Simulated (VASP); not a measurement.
Here is a VASP 6.6.1 calculation.

The input INCAR:

```
SYSTEM = MoRu2
PREC     = Accurate       ! precision mode
ENCUT    = 500            ! plane-wave cutoff, eV
EDIFF    = 1E-7           ! SCF threshold, eV
ISMEAR   = 0              ! smearing method
SIGMA    = 0.1            ! smearing width, eV
LREAL    = .False.        ! projectors in reciprocal space
LASPH    = .True.         ! aspherical terms in the spheres
NELM     = 120            ! most SCF steps
ALGO     = Normal         ! electronic algorithm
ISIF     = 4              ! what is computed and relaxed
LWAVE    = .False.        ! write WAVECAR
LCHARG   = .False.        ! write CHGCAR
GGA      = PE             ! functional
IBRION   = 2              ! ionic algorithm
NSW      = 50             ! ionic steps
EDIFFG   = -0.01          ! ionic threshold
GGA_COMPAT= .False.      
NELMIN   = 4
```

File KPOINTS:

```
regular mesh
0
Gamma
  12 12 8
  0 0 0
```

File POSCAR:

```
MoRu2
1.0
    4.6815405729      0.0000000000      0.0000000000
   -2.3407702864      4.0543330650      0.0000000000
    0.0000000000      0.0000000000      4.2879527251
Mo Ru
2 4
Direct
    0.6666666667      0.3333333333      0.0000000000
    0.3333333333      0.6666666667      0.0000000000
    0.0000000000      0.0000000000      0.0000000000
    0.0000000000      0.3308985472      0.5000000000
    0.6691014528      0.6691014528      0.5000000000
    0.3308985472      0.0000000000      0.5000000000
```

Potentials or basis: VASP PAW PBE potentials, release 64 (Mo_sv, Ru_pv).

Launch:

```bash
$ cat potpaw_PBE.64/Mo_sv/POTCAR potpaw_PBE.64/Ru_pv/POTCAR > POTCAR
$ mpirun -np 1 vasp_std > vasp.out
```

(1) Predict the band gap on the k mesh.

Results:

(1) zero (bands 42 and 43 overlap by 0.92 eV).
